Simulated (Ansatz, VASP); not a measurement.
**Se: VASP beside Ansatz**

```xyz
2
Lattice="3.1050 0.0000 0.0000 -1.5525 2.6890 0.0000 0.0000 0.0000 5.0302" Properties=species:S:1:pos:R:3 pbc="T T T"
Se   -0.1397    1.7120    1.0312
Se    1.6922    0.9770    3.9990
```

Change from the starting cell: shortest bond scaled by 0.82, crystal datasets.

Alike in both runs: task electric field gradients; functional PBE; k mesh 11 × 11 × 6; occupations fermi-dirac, width 0.05 eV; no spin polarisation.

```csv
,VASP,Ansatz
version,VASP 6.6.1,Ansatz 0.2.0
potentials or method,"VASP PAW PBE potentials, release 64 (Se), cutoff 520 eV","all-electron PAW with datasets made for the crystal, scalar-relativistic"
```

```tsv
	VASP	Ansatz	Ansatz less VASP
pressure (GPa)	4.4	4.3	-0.05
traceless stress, the component that is largest in VASP (GPa)	-6.38	-6.41	-0.036
rms of the force components (eV/Å)	0.039	0.040	+0.0012
size of Vzz on the site where it differs most (V/Å²)	164.4	170.6	+6.17
```

Atom by atom the forces differ by 0.007 eV/Å (rms over components). Ansatz ran all-electron here, and VASP with PAW potentials.
